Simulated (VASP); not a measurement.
Input of a VASP 6.6.1 run:

File INCAR:

```
SYSTEM = CoO
ALGO     = Normal         ! electronic algorithm
EDIFF    = 1E-6           ! SCF threshold, eV
ENCUT    = 520            ! plane-wave cutoff, eV
GGA      = PE             ! functional
ISIF     = 2              ! what is computed and relaxed
ISMEAR   = 0              ! smearing method
ISPIN    = 2              ! spin polarisation
LASPH    = .True.         ! aspherical terms in the spheres
LCHARG   = .False.        ! write CHGCAR
LMAXMIX  = 4              ! l up to which the mixer works
LORBIT   = 11             ! projections on sites
LREAL    = .False.        ! projectors in reciprocal space
LWAVE    = .False.        ! write WAVECAR
MAGMOM   = 2.74 2.74 0.35 0.35 ! initial moments
NBANDS   = 27             ! bands
NELM     = 150            ! most SCF steps
PREC     = Accurate       ! precision mode
SIGMA    = 0.1            ! smearing width, eV
```

Contents of KPOINTS:

```
k-points
0
Gamma
  12 12 9
  0 0 0
```

The input POSCAR:

```
CoO
1.0
    2.9145891984      0.0000000000      0.0000000000
   -1.4572945992      2.5241082874      0.0000000000
    0.0000000000      0.0000000000      5.1817060195
Co O
2 2
Direct
    0.0000000000      0.0000000000      0.0000000000
    0.0000000000      0.0000000000      0.5000000000
    0.3333333333      0.6666666667      0.2500000000
    0.6666666667      0.3333333333      0.7500000000
```

Potentials or basis: VASP PAW PBE potentials, release 64 (Co, O).

The run is started by

```console
$ cat potpaw_PBE.64/Co/POTCAR potpaw_PBE.64/O/POTCAR > POTCAR
$ mpirun -np 1 vasp_std > vasp.out
```

Q: Estimate the site moments.

A: Co +2.57; O +0.36 μB.

Q: What does it give for the pressure?

A: -0.5 GPa.

Q: Predict the net moment.

A: 5.95 μB per cell.

Stress tensor (GPa, compression positive):
```
-0.41  0.00  0.00
 0.00 -0.41  0.00
 0.00  0.00 -0.65
```
